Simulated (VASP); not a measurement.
# Y4I (P-43m) in VASP: further runs

Y4I is run at these levels: PBE; tasks: single point.

All numbers are computed with VASP 6.6.1; they aren't measurements. Logs are shortened: lines on timing, memory, paths and dates and some standing lists are left out, and cuts for length are marked.

## Step 1: The cell of the first run

It takes space group P-43m (No. 215, cubic). Conventional cell: a = 5.353 Å, b = 5.353 Å, c = 5.353 Å, α = 90.00°, β = 90.00°, γ = 90.00°. Y (site symmetry 3m) has 1 I at 2.32 Å within 3.1 Å. Within 3.1 Å of I (site symmetry -43m) lie 4 Y at 2.32 Å.

The cell was built from a structure type or drawn by symmetry, and may not be a known phase.

## Step 2: Single point, PBE

Input file INCAR:

```
ALGO     = Normal         # electronic algorithm
EDIFF    = 1E-7           # SCF threshold, eV
ENCUT    = 520            # plane-wave cutoff, eV
GGA      = PE             # functional
ISIF     = 2              # what is computed and relaxed
ISMEAR   = 0              # smearing method
LASPH    = True           # aspherical terms in the spheres
LCHARG   = True           # write CHGCAR
LELF     = True           # ELF
LREAL    = False          # projectors in reciprocal space
LVHAR    = True         
LWAVE    = False          # write WAVECAR
NBANDS   = 34             # bands
NELM     = 80             # most SCF steps
PREC     = Accurate       # precision mode
SIGMA    = 0.1            # smearing width, eV
```

Input file KPOINTS:

```
k-points
0
Gamma
  4 4 4
```

Input file POSCAR:

```
Y4I
1.0
    5.3525333700      0.0000000000      0.0000000000
    0.0000000000      5.3525333700      0.0000000000
    0.0000000000      0.0000000000      5.3525333700
Y I
4 1
Direct
    0.2500000000      0.2500000000      0.2500000000
    0.7500000000      0.7500000000      0.2500000000
    0.2500000000      0.7500000000      0.7500000000
    0.7500000000      0.2500000000      0.7500000000
    0.0000000000      0.0000000000      0.0000000000
```

Potentials or basis: VASP PAW PBE potentials, release 64 (Y_sv, I).

The run is started by

```sh
> cat potpaw_PBE.64/Y_sv/POTCAR potpaw_PBE.64/I/POTCAR > POTCAR
> mpirun -np 1 vasp_std > vasp.out
```

OUTCAR:

```text
EDIFF = 1E-7
   ENCUT = 520
   GGA = PE
   ISIF = 2
   ISMEAR = 0
   LASPH = True
   LREAL = False
   NELM = 80
   PREC = Accurate

 ion  position               nearest neighbor table
   1  0.250  0.250  0.250-   5 2.32   3 3.78   4 3.78   2 3.78   3 3.78   4 3.78   2 3.78   3 3.78
                             3 3.78   2 3.78   4 3.78   4 3.78   2 3.78
   2  0.750  0.750  0.250-   5 2.32   3 3.78   4 3.78   1 3.78   3 3.78   4 3.78   1 3.78   4 3.78
                             4 3.78   1 3.78   3 3.78   3 3.78   1 3.78
   3  0.250  0.750  0.750-   5 2.32   2 3.78   4 3.78   1 3.78   1 3.78   2 3.78   1 3.78   4 3.78
                             1 3.78   2 3.78   4 3.78   2 3.78   4 3.78
   4  0.750  0.250  0.750-   5 2.32   2 3.78   3 3.78   1 3.78   1 3.78   2 3.78   2 3.78   3 3.78
                             2 3.78   1 3.78   3 3.78   1 3.78   3 3.78
   5  0.000  0.000  0.000-   1 2.32   2 2.32   3 2.32   4 2.32

  LATTYP: Found a simple cubic cell.
 ALAT       =     5.3525333700

  Lattice vectors:

 A1 = (   5.3525333700,   0.0000000000,   0.0000000000)
 A2 = (   0.0000000000,   5.3525333700,   0.0000000000)
 A3 = (   0.0000000000,   0.0000000000,   5.3525333700)

Analysis of symmetry for initial positions (statically):
=====================================================================
 Subroutine PRICEL returns:
 Original cell was already a primitive cell.

 Routine SETGRP: Setting up the symmetry group for a
 simple cubic supercell.

 Subroutine GETGRP returns: Found 24 space group operations
 (whereof 24 operations were pure point group operations)
 out of a pool of 48 trial point group operations.

The static configuration has the point symmetry T_d .

Analysis of symmetry for dynamics (positions and initial velocities):
=====================================================================
 Subroutine PRICEL returns:
 Original cell was already a primitive cell.

 Routine SETGRP: Setting up the symmetry group for a
 simple cubic supercell.

 Subroutine GETGRP returns: Found 24 space group operations
 (whereof 24 operations were pure point group operations)
 out of a pool of 48 trial point group operations.

The dynamic configuration has the point symmetry T_d .

 Subroutine INISYM returns: Found 24 space group operations
 (whereof 24 operations are pure point group operations),
 and found     1 'primitive' translations

----------------------------------------------------------------------------------------

                                     Primitive cell

  volume of cell :     153.3480

  direct lattice vectors                    reciprocal lattice vectors
     5.352533370  0.000000000  0.000000000     0.186827420  0.000000000  0.000000000
     0.000000000  5.352533370  0.000000000     0.000000000  0.186827420  0.000000000
     0.000000000  0.000000000  5.352533370     0.000000000  0.000000000  0.186827420

  length of vectors
     5.352533370  5.352533370  5.352533370     0.186827420  0.186827420  0.186827420

  position of ions in fractional coordinates (direct lattice)
     0.250000000  0.250000000  0.250000000
     0.750000000  0.750000000  0.250000000
     0.250000000  0.750000000  0.750000000
     0.750000000  0.250000000  0.750000000
     0.000000000  0.000000000  0.000000000

  ion indices of the primitive-cell ions
   primitive index   ion index
                 1           1
                 2           2
                 3           3
                 4           4
                 5           5

----------------------------------------------------------------------------------------

 KPOINTS: k-points

Automatic generation of k-mesh.
 Grid dimensions read from file:
 generate k-points for:    4    4    4

 Generating k-lattice:

  Cartesian coordinates                     Fractional coordinates (reciprocal lattice)
     0.046706855  0.000000000  0.000000000     0.250000000  0.000000000  0.000000000
     0.000000000  0.046706855  0.000000000     0.000000000  0.250000000  0.000000000
     0.000000000  0.000000000  0.046706855     0.000000000  0.000000000  0.250000000

  Length of vectors
     0.046706855  0.046706855  0.046706855

  Shift w.r.t. Gamma in fractional coordinates (k-lattice)
     0.000000000  0.000000000  0.000000000

 Subroutine IBZKPT returns following result:
 ===========================================

 Found     10 irreducible k-points:

 Following reciprocal coordinates:
            Coordinates               Weight
  0.000000  0.000000  0.000000      1.000000
  0.250000  0.000000  0.000000      6.000000
  0.500000  0.000000  0.000000      3.000000
  0.250000  0.250000  0.000000     12.000000
  0.500000  0.250000  0.000000     12.000000
  0.500000  0.500000  0.000000      3.000000
  0.250000  0.250000  0.250000      8.000000
  0.500000  0.250000  0.250000     12.000000
  0.500000  0.500000  0.250000      6.000000
  0.500000  0.500000  0.500000      1.000000
   k-points           NKPTS =     10   k-points in BZ     NKDIM =     10   number of bands    NBANDS=     34
   number of dos      NEDOS =    301   number of ions     NIONS =      5
   total plane-waves  NPLWV =  64000
   dimension x,y,z NGX =    40 NGY =   40 NGZ =   40
   dimension x,y,z NGXF=    80 NGYF=   80 NGZF=   80
   ions per type =               4   1
   NGX,Y,Z   is equivalent  to a cutoff of  12.42, 12.42, 12.42 a.u.
   NGXF,Y,Z  is equivalent  to a cutoff of  24.85, 24.85, 24.85 a.u.
 SYSTEM =  unknown system
   PREC   = accura    normal or accurate (medium, high low for compatibility)
   ISTART =      0    job   : 0-new  1-cont  2-samecut
   ICHARG =      2    charge: 1-file 2-atom 10-const
   ISPIN  =      1    spin polarized calculation?
   LNONCOLLINEAR =      F non collinear calculations
   LSORBIT =      F    spin-orbit coupling
   LASPH  =      T    aspherical Exc in radial PAW
   ENCUT  =  520.0 eV  38.22 Ry    6.18 a.u.   9.95  9.95  9.95*2*pi/ulx,y,z
   NELM   =     80;   NELMIN=  2; NELMDL= -5     # of ELM steps
   EDIFF  = 0.1E-06   stopping-criterion for ELM
   LREAL  =      F    real-space projection
   EDIFFG = 0.1E-05   stopping-criterion for IOM
   NSW    =      0    number of steps for IOM
   IBRION =     -1    ionic relax: 0-MD 1-quasi-New 2-CG
   NFREE  =      0    steps in history (QN), initial steepest desc. (CG)
   ISIF   =      2    stress and relaxation
   ISYM   =      2    0-nonsym 1-usesym 2-fastsym
   POTIM  = 0.5000    time-step for ionic-motion
   TEBEG  =    0.0;   TEEND  =   0.0 temperature during run
   PSTRESS=    0.0 pullay stress
   NELECT =      51.0000    total number of electrons
   NUPDOWN=      -1.0000    fix difference up-down
   EMIN   =  10.00;   EMAX   =-10.00  energy-range for DOS
   EFERMI =   0.00;   METHOD = LEGACY
   ISMEAR =     0;   SIGMA  =   0.10  broadening in eV -4-tet -1-fermi 0-gaus
   EFERMI_NEDOS =   21; number of points for ismear=-14 and -15
   IALGO  =     38    algorithm
   IMIX   =      4    mixing-type and parameters
     AMIX     =   0.40;   BMIX     =  1.00
     AMIX_MAG =   1.60;   BMIX_MAG =  1.00
  volume/ion in A,a.u.               =      30.67       206.97
  Fermi-wavevector in a.u.,A,eV,Ry     =   1.134241  2.143406 17.503944  1.286504
  Thomas-Fermi vector in A             =   2.270945
   LORBIT       =      0    0 simple, 1 ext, 2 COOP (PROOUT), +10 PAW based schemes
   GGA     = PE    functional components
   LHFCALC =     F    Hartree Fock is set to
   AEXX    =    0.0000 exact exchange contribution
   IVDW    =     0    specifies the selected vdW correction
   LEPSILON=     F    determine dielectric tensor
   LRPA    =     F    only Hartree local field effects (RPA)
 non-spin polarized calculation
 Gauss-broadening in eV      SIGMA  =   0.10
  energy-cutoff  :      520.00
  volume of cell :      153.35
 maximum number of plane-waves:      4224
 NGX is ok and might be reduce to    40
   NGX = 19   NGY = 19   NGZ = 19

 number of electron      51.0000007 magnetization

 Free energy of the ion-electron system (eV)
  ---------------------------------------------------
  ext. energy  EPLUGINS =         0.00000000
  ---------------------------------------------------
  free energy    TOTEN  =       -17.82724095 eV

  energy without entropy =      -17.80114422  energy(sigma->0) =      -17.81419259

 E-fermi :   4.3025     XC(G=0):  -9.5082

 val. band max:        4.2647372107   @ k =   0.5000   0.5000   0.0000
 cond. band min:       4.3475040125   @ k =   0.5000   0.2500   0.2500
 fundamental gap:      0.0827668018
 Fermi energy:         4.3024770503

 k-point     1 :       0.0000    0.0000    0.0000
  band No.  band energies     occupation
      1     -38.4151      2.00000
      2     -38.3434      2.00000
      3     -38.3434      2.00000
      4     -38.3434      2.00000
      5     -19.8822      2.00000
      6     -18.9225      2.00000
[... 26 lines left out ...]
     33       7.3464      0.00000
     34       7.3464      0.00000

 k-point     2 :       0.2500    0.0000    0.0000
  band No.  band energies     occupation
      1     -38.4068      2.00000
      2     -38.3516      2.00000
      3     -38.3433      2.00000
      4     -38.3433      2.00000
      5     -19.8460      2.00000
      6     -18.9687      2.00000
[... 26 lines left out ...]
     33       7.2297      0.00000
     34       7.2504      0.00000

 k-point     3 :       0.5000    0.0000    0.0000
  band No.  band energies     occupation
      1     -38.3947      2.00000
      2     -38.3638      2.00000
      3     -38.3433      2.00000
      4     -38.3433      2.00000
      5     -19.8055      2.00000
      6     -19.0193      2.00000
[... 26 lines left out ...]
     33       6.7302      0.00000
     34       6.7302      0.00000
[... 186 lines left out ...]
 k-point     9 :       0.5000    0.5000    0.2500
  band No.  band energies     occupation
      1     -38.3835      2.00000
      2     -38.3539      2.00000
      3     -38.3539      2.00000
      4     -38.3534      2.00000
      5     -19.8624      2.00000
      6     -18.9869      2.00000
[... 26 lines left out ...]
     33       6.6004      0.00000
     34       6.6004      0.00000

 k-point    10 :       0.5000    0.5000    0.5000
  band No.  band energies     occupation
      1     -38.3830      2.00000
      2     -38.3538      2.00000
      3     -38.3538      2.00000
      4     -38.3538      2.00000
      5     -19.9052      2.00000
      6     -18.9475      2.00000
[... 26 lines left out ...]
     33       7.0549      0.00000
     34       7.0549      0.00000

------------------------ aborting loop because EDIFF is reached ----------------------------------------

  FORCE on cell =-STRESS in cart. coord.  units (eV):
  Direction    XX          YY          ZZ          XY          YZ          ZX
  --------------------------------------------------------------------------------------
  -------------------------------------------------------------------------------------
  Total       29.2769583     29.2769583     29.2769583      0.0000000      0.0000000     -0.0000000
  in kB      305.8851444    305.8851444    305.8851444      0.0000000      0.0000000     -0.0000000
  external PRESSURE =     305.8851444 kB  Pullay stress =       0.0000000 kB

 VOLUME and BASIS-vectors are now :
 -----------------------------------------------------------------------------
  energy-cutoff  :      520.00
  volume of cell :      153.35
      direct lattice vectors                 reciprocal lattice vectors
     5.352533370  0.000000000  0.000000000     0.186827420  0.000000000  0.000000000
     0.000000000  5.352533370  0.000000000     0.000000000  0.186827420  0.000000000
     0.000000000  0.000000000  5.352533370     0.000000000  0.000000000  0.186827420

 POSITION                                       TOTAL-FORCE (eV/Angst)
 -----------------------------------------------------------------------------------
      1.33813      1.33813      1.33813         5.897255      5.897255      5.897255
      4.01440      4.01440      1.33813        -5.897255     -5.897255      5.897255
      1.33813      4.01440      4.01440         5.897255     -5.897255     -5.897255
      4.01440      1.33813      4.01440        -5.897255      5.897255     -5.897255
      0.00000      0.00000      0.00000         0.000000     -0.000000      0.000000
 -----------------------------------------------------------------------------------
    total drift:                                0.000000      0.000000      0.000000

  FREE ENERGIE OF THE ION-ELECTRON SYSTEM (eV)
  ---------------------------------------------------
  free  energy   TOTEN  =       -17.8272409490 eV

  energy  without entropy=      -17.8011442250  energy(sigma->0) =      -17.81419259
```

Wall time 36 s (1 thread of AMD EPYC 9R45 (Zen 5), shared host); peak memory 0.23 GiB.

Results:

```
Free energy            : -17.8272 eV
Pressure               : 30.6 GPa
Band gap on the k mesh : zero (an odd number of electrons rules out a gap without spin polarisation)
```

Levels at points of the mesh, in eV from the Fermi level:
```tsv
k point	band 23	band 24	band 25	band 26	band 27	band 28
(0.00, 0.00, 0.00)	-1.09	-0.49	-0.49	-0.49	0.31	1.30
(0.50, 0.00, 0.00)	-0.62	-0.32	-0.32	-0.26	-0.19	0.33
(0.50, 0.50, 0.00)	-1.03	-1.03	-0.04	0.11	0.33	0.33
(0.50, 0.50, 0.50)	-1.38	-0.55	0.30	0.30	0.42	0.42
```

Caveat: the cell stands under pressure; spin-orbit coupling is left out, which moves the levels of the heavy elements; an odd number of electrons without spin polarisation forces a metal; a magnetic or distorted state may lie lower.

## Step 3: Single point, PBE

This run uses another cell than the first one, of 39.40 Å³/atom.

Input file INCAR:

```
SYSTEM = Y4I
ALGO = Normal
EDIFF = 1E-7
ENCUT = 520
GGA = PE
ISIF = 2
ISMEAR = 0
LASPH = .True.
LCHARG = .True.
LELF = .True.
LREAL = .False.
LVHAR = .True.
LWAVE = .False.
NBANDS = 34
NELM = 60
PREC = Accurate
SIGMA = 0.1
```

Input file KPOINTS:

```
k-points
0
Gamma
  4 4 4
  0 0 0
```

Input file POSCAR:

```
Y4I
1.0
    5.8185974288      0.0000000000      0.0000000000
    0.0000000000      5.8185974288      0.0000000000
    0.0000000000      0.0000000000      5.8185974288
Y I
4 1
Direct
    0.2886048218      0.2886048218      0.2886048218
    0.7113951782      0.7113951782      0.2886048218
    0.2886048218      0.7113951782      0.7113951782
    0.7113951782      0.2886048218      0.7113951782
    0.0000000000      0.0000000000      0.0000000000
```

Potentials or basis: VASP PAW PBE potentials, release 64 (Y_sv, I).

The run is started by

```sh
> cat potpaw_PBE.64/Y_sv/POTCAR potpaw_PBE.64/I/POTCAR > POTCAR
> mpirun -np 1 vasp_std > vasp.out
```

It took 53 s on 1 thread of AMD EPYC 9R45 (Zen 5), shared host; peak memory 0.32 GiB.

The run converged. Its results:

```yaml
Free_energy: -25.9960 eV
Pressure: 0.2 GPa
Largest_force: 0.004 eV/Å
Band_gap_on_the_k_mesh: zero (an odd number of electrons rules out a gap without spin polarisation)
```

Forces in eV/Å, atoms in the order of the input:
```
Y   -0.002 -0.002 -0.002
Y    0.002  0.002 -0.002
Y   -0.002  0.002  0.002
Y    0.002 -0.002  0.002
I    0.000  0.000  0.000
```

Levels at points of the mesh, in eV from the Fermi level:
```csv
k point,band 23,band 24,band 25,band 26,band 27,band 28,band 29,band 30
"(0.00, 0.00, 0.00)",-0.53,-0.53,-0.49,-0.49,-0.47,0.24,0.24,1.60
"(0.50, 0.00, 0.00)",-0.59,-0.46,-0.46,-0.20,-0.01,0.14,0.35,0.80
"(0.50, 0.50, 0.00)",-1.05,-0.82,-0.10,0.16,0.37,0.37,0.76,0.76
"(0.50, 0.50, 0.50)",-1.30,-1.21,0.47,0.47,0.47,0.86,0.86,1.38
```

Caveat: spin-orbit coupling is left out, which moves the levels of the heavy elements; an odd number of electrons without spin polarisation forces a metal; a magnetic or distorted state may lie lower.
